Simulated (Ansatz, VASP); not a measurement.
## One calculation of CoO, two programs

```
Co O
1.0
     0.00000    2.08079    2.08079
     2.08079    0.00000    2.08079
     2.08079    2.08079    0.00000
Co O
1 1
Cartesian
  0.0000 0.0000 0.0000
  2.0808 2.0808 2.0808
```

Alike in both runs: task single point; functional PBE; k mesh 16 × 16 × 16; occupations gaussian, width 0.1 eV; collinear spin.

|  | VASP | Ansatz |
| --- | --- | --- |
| version | VASP 6.6.1 | Ansatz 0.2.0 |
| potentials or method | VASP PAW PBE potentials, release 64 (Co, O), cutoff 520 eV | scalar-relativistic, plane waves, PAW |
| valence electrons in the cell | 15 | 23 |

|  | VASP | Ansatz | Ansatz less VASP |
| --- | --- | --- | --- |
| gap on the k mesh at the Fermi level (eV) | none | none | - |
| pressure (GPa) | 9.8 | 10.6 | +0.76 |
| net moment per atom (μB) | 1.31 | 1.33 | +0.023 |
| size of the moment on the site where the two differ most (μB) | 2.35 | 2.29 | -0.058 |

Site moments also hang on the region over which each program counts them. A gap of «none» marks a metal or a gap that the smearing closes. The functional is the same, so the differences come from potentials, cutoffs and numerics. VASP's potentials hold 15 valence electrons a cell and Ansatz's 23, so a difference there can come from the potentials and not from the codes.
